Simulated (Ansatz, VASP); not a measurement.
One calculation of TiO2, two programs

```
CELL_PARAMETERS angstrom
2.70603 -2.70666 0.00000
2.70603 2.70666 0.00000
-2.63353 0.00000 4.79664
ATOMIC_POSITIONS crystal
Ti 0.09716 0.82894 0.25000
Ti 0.86589 0.13411 0.75000
O 0.33122 0.08876 0.66715
O 0.66878 0.91124 0.33285
O 0.91124 0.66878 0.83285
O 0.08876 0.33122 0.16715
```

Alike in both runs: task single point; functional PBEsol; k mesh 6 × 6 × 4; no spin polarisation.

|  | VASP | Ansatz |
| --- | --- | --- |
| version | VASP 6.6.1 | Ansatz 0.2.0 |
| potentials or method | VASP PAW PBE potentials, release 64 (Ti_sv, O) | plane waves, PAW |
| plane-wave cutoff (eV) | 520 | 420 |
| occupations | gaussian, width 0.01 eV | fixed |
| valence electrons in the cell | 48 | 48 |

Ansatz gave:

- rms of the force components (eV/Å): 0.356

Problem. What did VASP give for the same quantities?

Solution. rms of the force components (eV/Å): 0.381.

VASP's potentials were made for PBE, not for PBEsol. Atom by atom the forces differ by 0.033 eV/Å (rms over components).
